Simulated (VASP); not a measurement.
A run of VASP 6.6.1 is set up as follows.

POSCAR

```
Cs2NaSeF6
1.0
    0.0000000000      4.5398300000      4.5398300000
    4.5398300000      0.0000000000      4.5398300000
    4.5398300000      4.5398300000      0.0000000000
F Se Cs Na
6 1 2 1
Direct
    0.7500000000      0.2500000000      0.2500000000
    0.2500000000      0.7500000000      0.2500000000
    0.2500000000      0.7500000000      0.7500000000
    0.7500000000      0.2500000000      0.7500000000
    0.2500000000      0.2500000000      0.7500000000
    0.7500000000      0.7500000000      0.2500000000
    0.0000000000      0.0000000000      0.0000000000
    0.2500000000      0.2500000000      0.2500000000
    0.7500000000      0.7500000000      0.7500000000
    0.5000000000      0.5000000000      0.5000000000
```

File INCAR.step1:

```
ALGO = Normal
EDIFF = 1E-4
ENCUT = 520
GGA = PE
ISMEAR = 0
LASPH = T
LCHARG = F
LREAL = F
LWAVE = T
NBANDS = 48
NELM = 60
PREC = Accurate
SIGMA = 0.0113
```

File INCAR.step2:

```
ALGO = Normal
EDIFF = 1E-6
ENCUT = 520
ISIF = 2
ISMEAR = 0
ISTART = 1
LASPH = T
LCHARG = F
LMIXTAU = T
LREAL = F
LWAVE = F
METAGGA = R2SCAN
NBANDS = 48
NELM = 60
PREC = Accurate
SIGMA = 0.0113
```

The input KPOINTS:

```
k-points
0
Gamma
  5 5 5
```

Potentials or basis: VASP PAW PBE potentials, release 64 (F, Se, Cs_sv, Na_pv).

Run with:

```console
$ cat potpaw_PBE.64/F/POTCAR potpaw_PBE.64/Se/POTCAR potpaw_PBE.64/Cs_sv/POTCAR potpaw_PBE.64/Na_pv/POTCAR > POTCAR
$ cp INCAR.step1 INCAR
$ mpirun -np 1 vasp_std > vasp.out
$ cp INCAR.step2 INCAR
$ mpirun -np 1 vasp_std > vasp.out
```

(1) Predict the pressure.

Results:

(1) -4.6 GPa.

Caveat: the PAW data sets were made with another functional, which shifts forces and pressure a little; an odd number of electrons without spin polarisation forces a metal; a magnetic or distorted state may lie lower.
